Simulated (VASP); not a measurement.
# MgO (Fm-3m) in VASP: a series of runs

The runs below take MgO through vibrations by perturbation theory, with LDA.

All numbers are computed with VASP 6.6.1; they aren't measurements. Logs are shortened: lines on timing, memory, paths and dates and some standing lists are left out, and cuts for length are marked.

## 1. The cell of the first run

It takes space group Fm-3m (No. 225, cubic). Conventional cell: a = 4.040 Å, b = 4.040 Å, c = 4.040 Å, α = 90.00°, β = 90.00°, γ = 90.00°. Within 2.7 Å of Mg (site symmetry m-3m) lie 6 O at 2.02 Å. Within 2.7 Å of O (site symmetry m-3m) lie 6 Mg at 2.02 Å.

## 2. Vibrations by perturbation theory, LDA

File INCAR:

```
ALGO = Normal
EDIFF = 1E-8
ENCUT = 520
GGA = CA
IBRION = 8
ISIF = 2
ISMEAR = 0
LASPH = T
LCHARG = T
LEPSILON = T
LREAL = F
LWAVE = F
NBANDS = 11
NELM = 100
NSW = 1
PREC = Accurate
SIGMA = 0.01
```

File KPOINTS:

```
k-points
0
Gamma
  10 10 10
```

File POSCAR:

```
MgO
1.0
    0.0000000000      2.0200642556      2.0200642556
    2.0200642556      0.0000000000      2.0200642556
    2.0200642556      2.0200642556      0.0000000000
Mg O
1 1
Direct
    0.0000000000      0.0000000000      0.0000000000
    0.5000000000      0.5000000000      0.5000000000
```

Potentials or basis: VASP PAW LDA potentials, release 64 (Mg, O).

Run with:

```bash
cat potpaw_LDA.64/Mg/POTCAR potpaw_LDA.64/O/POTCAR > POTCAR
mpirun -np 1 vasp_std > vasp.out
```

OUTCAR:

```text
EDIFF = 1E-8
   ENCUT = 520
   GGA = CA
   IBRION = 8
   ISIF = 2
   ISMEAR = 0
   LASPH = T
   LEPSILON = T
   LREAL = F
   NELM = 100
   NSW = 1
   PREC = Accurate

 ion  position               nearest neighbor table
   1  0.000  0.000  0.000-   2 2.02   2 2.02   2 2.02   2 2.02   2 2.02   2 2.02
   2  0.500  0.500  0.500-   1 2.02   1 2.02   1 2.02   1 2.02   1 2.02   1 2.02

  LATTYP: Found a face centered cubic cell.
 ALAT       =     4.0401285112

  Lattice vectors:

 A1 = (   0.0000000000,   2.0200642556,   2.0200642556)
 A2 = (   2.0200642556,   0.0000000000,   2.0200642556)
 A3 = (   2.0200642556,   2.0200642556,   0.0000000000)

Analysis of symmetry for initial positions (statically):
=====================================================================
 Subroutine PRICEL returns:
 Original cell was already a primitive cell.

 Routine SETGRP: Setting up the symmetry group for a
 face centered cubic supercell.

 Subroutine GETGRP returns: Found 48 space group operations
 (whereof 48 operations were pure point group operations)
 out of a pool of 48 trial point group operations.

The static configuration has the point symmetry O_h .

Analysis of symmetry for dynamics (positions and initial velocities):
=====================================================================
 Subroutine PRICEL returns:
 Original cell was already a primitive cell.

 Routine SETGRP: Setting up the symmetry group for a
 face centered cubic supercell.

 Subroutine GETGRP returns: Found 48 space group operations
 (whereof 48 operations were pure point group operations)
 out of a pool of 48 trial point group operations.

The dynamic configuration has the point symmetry O_h .

 Subroutine INISYM returns: Found 48 space group operations
 (whereof 48 operations are pure point group operations),
 and found     1 'primitive' translations

----------------------------------------------------------------------------------------

                                     Primitive cell

  volume of cell :      16.4864

  direct lattice vectors                    reciprocal lattice vectors
     0.000000000  2.020064256  2.020064256    -0.247516879  0.247516879  0.247516879
     2.020064256  0.000000000  2.020064256     0.247516879 -0.247516879  0.247516879
     2.020064256  2.020064256  0.000000000     0.247516879  0.247516879 -0.247516879

  length of vectors
     2.856802267  2.856802267  2.856802267     0.428711810  0.428711810  0.428711810

  position of ions in fractional coordinates (direct lattice)
     0.000000000  0.000000000  0.000000000
     0.500000000  0.500000000  0.500000000

  ion indices of the primitive-cell ions
   primitive index   ion index
                 1           1
                 2           2

----------------------------------------------------------------------------------------

 KPOINTS: k-points

Automatic generation of k-mesh.
 Grid dimensions read from file:
 generate k-points for:   10   10   10

 Generating k-lattice:

  Cartesian coordinates                     Fractional coordinates (reciprocal lattice)
    -0.024751688  0.024751688  0.024751688     0.100000000  0.000000000  0.000000000
[... 486 lines left out ...]
  ---------------------------------------------------
  free energy    TOTEN  =        -0.09811299 eV

  energy without entropy =       -0.09811299

------------------------ aborting loop because EDIFF is reached ----------------------------------------

--------------------------------------- Ionic step        2  -------------------------------------------

------------------------ aborting loop because EDIFF is reached ----------------------------------------

--------------------------------------- Ionic step        3  -------------------------------------------

------------------------ aborting loop because EDIFF is reached ----------------------------------------

 PIEZOELECTRIC TENSOR FIELD DIRECTION 3  (e Angst)
 -----------------------------------------------------------------------------
    -0.00015  0.00000 -0.00000           ( -0.00001  0.00000 -0.00000)
     0.00000 -0.00015  0.00000           (  0.00000 -0.00001  0.00000)
    -0.00000  0.00000 -0.00017           ( -0.00000  0.00000 -0.00001)

 PIEZOELECTRIC TENSOR FIELD DIRECTION 3  (C/m^2)
 -----------------------------------------------------------------------------
    -0.00014  0.00000 -0.00000
     0.00000 -0.00014  0.00000
    -0.00000  0.00000 -0.00017

--------------------------------------- Ionic step        4  -------------------------------------------

------------------------ aborting loop because EDIFF is reached ----------------------------------------

[... ionic steps 5 to 6 ...]

--------------------------------------- Ionic step        7  -------------------------------------------

 Free energy of the ion-electron system (eV)
  ---------------------------------------------------
  ---------------------------------------------------
  free energy    TOTEN  =        -0.35215568 eV

  energy without entropy =       -0.35215568

------------------------ aborting loop because EDIFF is reached ----------------------------------------

 INTERNAL STRAIN TENSOR  FOR ION    2  DIRECTION 1   (eV/Angst):
 -----------------------------------------------------------------------------
    -0.00515  0.00000  0.00000
    -0.00000  0.00711  0.00000
     0.00000  0.00000  0.00711

 MACROSCOPIC STATIC DIELECTRIC TENSOR (including local field effects in DFT)
 ------------------------------------------------------
           3.016997     0.000000     0.000000
          -0.000000     3.016997     0.000000
           0.000000     0.000000     3.016997
 ------------------------------------------------------

 PIEZOELECTRIC TENSOR (including local field effects)  for field in x, y, z        (e  Angst)
          XX          YY          ZZ          XY          YZ          ZX
  --------------------------------------------------------------------------------
  x     0.00000     0.00000     0.00000     0.00000     0.00000     0.00000
  y     0.00000     0.00000     0.00000     0.00000     0.00000     0.00000
  z     0.00000     0.00000     0.00000     0.00000     0.00000     0.00000

 PIEZOELECTRIC TENSOR (including local field effects)  for field in x, y, z        (C/m^2)
          XX          YY          ZZ          XY          YZ          ZX
  --------------------------------------------------------------------------------
  x     0.00000     0.00000     0.00000     0.00000     0.00000     0.00000
  y     0.00000     0.00000     0.00000     0.00000     0.00000     0.00000
  z     0.00000     0.00000     0.00000     0.00000     0.00000     0.00000

 BORN EFFECTIVE CHARGES (including local field effects) (in |e|, cummulative output)
 ---------------------------------------------------------------------------------
 ion    1
    1     1.91751     0.00000    -0.00000
    2    -0.00000     1.91751    -0.00000
    3     0.00000    -0.00000     1.91751
 ion    2
    1    -1.91751     0.00000     0.00000
    2     0.00000    -1.91751     0.00000
    3    -0.00000     0.00000    -1.91751

 INTERNAL STRAIN TENSOR FOR ION    2 for displacements in x,y,z  (eV/Angst):
          X           Y           Z          XY          YZ          ZX
  --------------------------------------------------------------------------------
  x     0.00000     0.00000     0.00000     0.00000     0.00000     0.00000
  y     0.00000     0.00000     0.00000     0.00000     0.00000     0.00000
  z     0.00000     0.00000     0.00000     0.00000     0.00000     0.00000

 SECOND DERIVATIVES (NOT SYMMETRIZED)
 ------------------------------------
               1X          1Y          1Z          2X          2Y          2Z
  1X    -8.885647    0.000000    0.000000    8.885647    0.000000    0.000000
  1Y     0.000000   -8.885647    0.000000    0.000000    8.885647    0.000000
  1Z     0.000000    0.000000   -8.885647    0.000000    0.000000    8.885647
  2X     8.893666    0.000000    0.000000   -8.893666    0.000000    0.000000
  2Y     0.000000    8.893666    0.000000    0.000000   -8.893666    0.000000
  2Z     0.000000    0.000000    8.893666    0.000000    0.000000   -8.893666

 Eigenvectors and eigenvalues of the dynamical matrix
 ----------------------------------------------------

   1 f  =   15.006695 THz    94.289847 2PiTHz  500.569471 cm-1    62.062677 meV
             X         Y         Z           dx          dy          dz
      0.000000  0.000000  0.000000     0.000000    0.629887    0.000000
      2.020064  2.020064  2.020064     0.000000   -0.776687    0.000000
[... 21 lines left out ...]
   6 f/i=    0.003311 THz     0.020806 2PiTHz    0.110455 cm-1     0.013695 meV
             X         Y         Z           dx          dy          dz
      0.000000  0.000000  0.000000     0.000000    0.000000    0.776687
      2.020064  2.020064  2.020064     0.000000    0.000000    0.629887

--------------------------------------------------------------------------------------------------------

 MACROSCOPIC STATIC DIELECTRIC TENSOR IONIC CONTRIBUTION
 ------------------------------------------------------
           4.539717    -0.000000    -0.000000
          -0.000000     4.539717    -0.000000
          -0.000000    -0.000000     4.539717
 ------------------------------------------------------

 ELASTIC MODULI CONTR FROM IONIC RELAXATION (kBar)
 Direction    XX          YY          ZZ          XY          YZ          ZX
 --------------------------------------------------------------------------------
 XX           0.0000      0.0000      0.0000      0.0000      0.0000      0.0000
 YY           0.0000      0.0000      0.0000      0.0000      0.0000      0.0000
 ZZ           0.0000      0.0000      0.0000      0.0000      0.0000      0.0000
 XY           0.0000      0.0000      0.0000      0.0000      0.0000      0.0000
 YZ           0.0000      0.0000      0.0000      0.0000      0.0000      0.0000
 ZX           0.0000      0.0000      0.0000      0.0000      0.0000      0.0000
 --------------------------------------------------------------------------------

 PIEZOELECTRIC TENSOR IONIC CONTR  for field in x, y, z        (C/m^2)
          XX          YY          ZZ          XY          YZ          ZX
  --------------------------------------------------------------------------------
  x     0.00000     0.00000     0.00000     0.00000     0.00000     0.00000
  y     0.00000     0.00000     0.00000     0.00000     0.00000     0.00000
  z     0.00000     0.00000     0.00000     0.00000     0.00000     0.00000
```

Wall time 84 s (1 thread of Intel Xeon 6975P-C, shared host); peak memory 0.18 GiB.

Results:

```yaml
Electronic_dielectric_tensor_diagonal: 3.02
Born_charges_mean_of_the_diagonal: Mg +1.92; O -1.92 e
Highest_phonon_frequency_at_Γ_LO-TO_splitting_left_out: 501 cm⁻¹
```

Phonon frequencies in cm⁻¹ (negative: imaginary):
| q point | frequencies |
| --- | --- |
| (0.000, 0.000, 0.000) | 0 0 0 501 501 501 |

Electronic dielectric tensor:
```
3.02 0.00 0.00
0.00 3.02 0.00
0.00 0.00 3.02
```

Born effective charge tensors (e):
atom 1, Mg
```
1.92 0.00 0.00
0.00 1.92 0.00
0.00 0.00 1.92
```
atom 2, O
```
-1.92  0.00  0.00
 0.00 -1.92  0.00
 0.00  0.00 -1.92
```

Caveat: the cell wasn't relaxed at this level first, which shifts response properties.

## 3. Vibrations by perturbation theory, LDA

This run uses another cell than the first one, of 8.66 Å³/atom, 1.051 times its volume.

File INCAR:

```
ALGO = Normal
EDIFF = 1E-8
ENCUT = 520
IBRION = 8
ISIF = 2
ISMEAR = 0
LASPH = T
LCHARG = F
LEPSILON = T
LREAL = F
LWAVE = F
NELM = 60
NSW = 1
PREC = Accurate
SIGMA = 0.01
```

KPOINTS is that of step 2.

File POSCAR:

```
MgO
1.0
    0.0000000000      2.0537103279      2.0537103279
    2.0537103279      0.0000000000      2.0537103279
    2.0537103279      2.0537103279      0.0000000000
Mg O
1 1
Direct
    0.0000000000      0.0000000000      0.0000000000
    0.5000000000      0.5000000000      0.5000000000
```

Potentials or basis: VASP PAW LDA potentials, release 64 (Mg, O).

Run with:

```bash
cat potpaw_LDA.64/Mg/POTCAR potpaw_LDA.64/O/POTCAR > POTCAR
mpirun -np 1 vasp_std > vasp.out
```

OUTCAR:

```text
EDIFF = 1E-8
   ENCUT = 520
   IBRION = 8
   ISIF = 2
   ISMEAR = 0
   LASPH = T
   LEPSILON = T
   LREAL = F
   NELM = 60
   NSW = 1
   PREC = Accurate

 ion  position               nearest neighbor table
   1  0.000  0.000  0.000-   2 2.05   2 2.05   2 2.05   2 2.05   2 2.05   2 2.05
   2  0.500  0.500  0.500-   1 2.05   1 2.05   1 2.05   1 2.05   1 2.05   1 2.05

  LATTYP: Found a face centered cubic cell.
 ALAT       =     4.1074206558

  Lattice vectors:

 A1 = (   0.0000000000,   2.0537103279,   2.0537103279)
 A2 = (   2.0537103279,   0.0000000000,   2.0537103279)
 A3 = (   2.0537103279,   2.0537103279,   0.0000000000)

Analysis of symmetry for initial positions (statically):
=====================================================================
 Subroutine PRICEL returns:
 Original cell was already a primitive cell.

 Routine SETGRP: Setting up the symmetry group for a
 face centered cubic supercell.

 Subroutine GETGRP returns: Found 48 space group operations
 (whereof 48 operations were pure point group operations)
 out of a pool of 48 trial point group operations.

The static configuration has the point symmetry O_h .

Analysis of symmetry for dynamics (positions and initial velocities):
=====================================================================
 Subroutine PRICEL returns:
 Original cell was already a primitive cell.

 Routine SETGRP: Setting up the symmetry group for a
 face centered cubic supercell.

 Subroutine GETGRP returns: Found 48 space group operations
[... 523 lines left out ...]
          XX          YY          ZZ          XY          YZ          ZX
  --------------------------------------------------------------------------------
  x     0.00000     0.00000     0.00000     0.00000     0.00000     0.00000
  y     0.00000     0.00000     0.00000     0.00000     0.00000     0.00000
  z     0.00000     0.00000     0.00000     0.00000     0.00000     0.00000

 BORN EFFECTIVE CHARGES (including local field effects) (in |e|, cummulative output)
 ---------------------------------------------------------------------------------
 ion    1
    1     1.93720     0.00000     0.00000
    2    -0.00000     1.93720     0.00000
    3    -0.00000     0.00000     1.93720
 ion    2
    1    -1.93720     0.00000    -0.00000
    2     0.00000    -1.93720    -0.00000
    3     0.00000    -0.00000    -1.93720

 INTERNAL STRAIN TENSOR FOR ION    2 for displacements in x,y,z  (eV/Angst):
          X           Y           Z          XY          YZ          ZX
  --------------------------------------------------------------------------------
  x     0.00000     0.00000     0.00000     0.00000     0.00000     0.00000
  y     0.00000     0.00000     0.00000     0.00000     0.00000     0.00000
  z     0.00000     0.00000     0.00000     0.00000     0.00000     0.00000

 SECOND DERIVATIVES (NOT SYMMETRIZED)
 ------------------------------------
               1X          1Y          1Z          2X          2Y          2Z
  1X    -7.217889    0.000000    0.000000    7.217889    0.000000    0.000000
  1Y     0.000000   -7.217889    0.000000    0.000000    7.217889    0.000000
  1Z     0.000000    0.000000   -7.217889    0.000000    0.000000    7.217889
  2X     7.195557    0.000000    0.000000   -7.195557    0.000000    0.000000
  2Y     0.000000    7.195557    0.000000    0.000000   -7.195557    0.000000
  2Z     0.000000    0.000000    7.195557    0.000000    0.000000   -7.195557

 Eigenvectors and eigenvalues of the dynamical matrix
 ----------------------------------------------------

   1 f  =   13.508966 THz    84.879334 2PiTHz  450.610587 cm-1    55.868567 meV
             X         Y         Z           dx          dy          dz
      0.000000  0.000000  0.000000    -0.192688    0.585934   -0.131408
      2.053710  2.053710  2.053710     0.237121   -0.721047    0.161710
[... 21 lines left out ...]
   6 f/i=    0.010244 THz     0.064363 2PiTHz    0.341694 cm-1     0.042365 meV
             X         Y         Z           dx          dy          dz
      0.000000  0.000000  0.000000    -0.426309    0.610499   -0.218715
      2.053710  2.053710  2.053710    -0.346425    0.496101   -0.177731

--------------------------------------------------------------------------------------------------------

 MACROSCOPIC STATIC DIELECTRIC TENSOR IONIC CONTRIBUTION
 ------------------------------------------------------
           5.439103    -0.000000    -0.000000
          -0.000000     5.439103     0.000000
          -0.000000     0.000000     5.439103
 ------------------------------------------------------

 ELASTIC MODULI CONTR FROM IONIC RELAXATION (kBar)
 Direction    XX          YY          ZZ          XY          YZ          ZX
 --------------------------------------------------------------------------------
 XX           0.0000      0.0000      0.0000      0.0000      0.0000      0.0000
 YY           0.0000      0.0000      0.0000      0.0000      0.0000      0.0000
 ZZ           0.0000      0.0000      0.0000      0.0000      0.0000      0.0000
 XY           0.0000      0.0000      0.0000      0.0000      0.0000      0.0000
 YZ           0.0000      0.0000      0.0000      0.0000      0.0000      0.0000
 ZX           0.0000      0.0000      0.0000      0.0000      0.0000      0.0000
 --------------------------------------------------------------------------------

 PIEZOELECTRIC TENSOR IONIC CONTR  for field in x, y, z        (C/m^2)
          XX          YY          ZZ          XY          YZ          ZX
  --------------------------------------------------------------------------------
  x     0.00000     0.00000     0.00000     0.00000     0.00000     0.00000
  y     0.00000     0.00000     0.00000     0.00000     0.00000     0.00000
  z     0.00000     0.00000     0.00000     0.00000     0.00000     0.00000
```

stdout:

```text
POSCAR found type information on POSCAR MgO
 POSCAR found :  2 types and       2 ions
 scaLAPACK will be used
 LDA part: xc-table for (Slater(with rela. corr.)+CA(PZ))
 , standard interpolation
 POSCAR, INCAR and KPOINTS ok, starting setup
 FFT: planning ... GRIDC
 FFT: planning ... GRID_SOFT
 FFT: planning ... GRID
[... 24 lines left out ...]
 Linear response to external field, progress :
  Direction:   3
 dielectric tensor                  component  3 :     0.038     0.246     3.064
 Linear response DOF=           2
 Linear response progress:
 first order change of Fermi-energy   0.49038E-04
 force on displaced ion       1 direction 1 :  -7.218   0.000   0.000
 Born effective charge ion    1 direction 1 :   1.937   0.000   0.000
 Linear response progress:
 first order change of Fermi-energy   0.10600E-02
 force on displaced ion       2 direction 1 :  -7.196   0.000   0.000
 Born effective charge ion    2 direction 1 :  -1.938   0.000   0.000
 Born effective charges drift removed
 Linear response finished
```

Run time: 70 s. Hardware: 1 thread of Intel Xeon 6975P-C, shared host; peak memory 0.17 GiB.

Results:

| Quantity | Value |
| --- | --- |
| Electronic dielectric tensor (diagonal) | 3.06 |
| Born charges (mean of the diagonal) | Mg +1.94; O -1.94 e |
| Highest phonon frequency at Γ, LO-TO splitting left out | 451 cm⁻¹ |

Phonon frequencies in cm⁻¹ (negative: imaginary):
```
              q point        frequencies
(0.000, 0.000, 0.000)  0 0 0 451 451 451
```

Electronic dielectric tensor:
```
3.06 0.00 0.00
0.00 3.06 0.00
0.00 0.00 3.06
```

Born effective charge tensors (e):
atom 1, Mg
```
1.94 0.00 0.00
0.00 1.94 0.00
0.00 0.00 1.94
```
atom 2, O
```
-1.94  0.00  0.00
 0.00 -1.94  0.00
 0.00  0.00 -1.94
```

Caveat: the cell wasn't relaxed at this level first, which shifts response properties.

(Part 1 of 3 ends here.)
